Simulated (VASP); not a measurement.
Mg3Sn3N: single point with PBE

Crystal: Mg3Sn3N.

```
Mg Sn N
1.0
     3.20634    0.00000    0.00000
     0.00000    3.20634    0.00000
     0.00000    0.00000   14.41204
Mg Sn N
3 3 1
Direct
  0.50000 0.50000 0.14475
  0.50000 0.50000 0.85525
  0.00000 0.00000 0.00000
  0.00000 0.00000 0.70189
  0.00000 0.00000 0.29811
  0.50000 0.50000 0.50000
  0.50000 0.50000 0.00000
```

- Program: VASP 6.6.1
- Task: single point
- Functional: PBE
- Potentials or basis: VASP PAW PBE potentials, release 64 (Mg, Sn_d, N)
- Cutoff: 520 eV
- k mesh: 10 × 10 × 4
- Occupations: gaussian, width 0.1 eV
- Spin: no spin polarisation
- Dipole correction: no
- Further INCAR settings: ALGO = Normal; EDIFF = 1e-06; NBANDS = 36

| Item | Value |
| --- | --- |
| Pressure | -0.1 GPa |
| Largest force | 0.007 eV/Å |
| Band gap on the k mesh | zero (an odd number of electrons rules out a gap without spin polarisation) |

Forces on the atoms (eV/Å):
```
Mg   0.000  0.000 -0.005
Mg   0.000  0.000  0.005
Mg   0.000  0.000  0.000
Sn   0.000  0.000  0.007
Sn   0.000  0.000 -0.007
Sn   0.000  0.000  0.000
N    0.000  0.000  0.000
```

Levels at points of the mesh, in eV from the Fermi level:
| k point | band 24 | band 25 | band 26 | band 27 | band 28 | band 29 | band 30 | band 31 |
| --- | --- | --- | --- | --- | --- | --- | --- | --- |
| (0.00, 0.00, 0.00) | -1.33 | 0.19 | 0.21 | 3.76 | 4.13 | 4.13 | 4.61 | 4.61 |
| (0.50, 0.00, 0.00) | -3.54 | -2.00 | -1.08 | -0.18 | -0.12 | 0.76 | 1.29 | 3.05 |
| (0.50, 0.50, 0.00) | -2.51 | -2.09 | -2.09 | -0.74 | -0.74 | 0.40 | 0.99 | 1.03 |
| (0.00, 0.00, 0.50) | -1.33 | -1.33 | 2.14 | 2.38 | 4.12 | 4.12 | 4.62 | 4.62 |
| (0.50, 0.00, 0.50) | -3.26 | -1.37 | -1.09 | -1.08 | -0.55 | 1.81 | 2.06 | 2.37 |
| (0.50, 0.50, 0.50) | -2.55 | -2.02 | -2.02 | -0.81 | -0.81 | 0.64 | 0.66 | 0.95 |

It took 3.7 min on 1 thread of Intel(R) Xeon(R) Platinum 8259CL CPU @ 2.50GHz (Skylake/Cascade Lake), on a shared host, peak memory 0.43 GiB.

Caveat: spin-orbit coupling is left out, which moves the levels of the heavy elements.
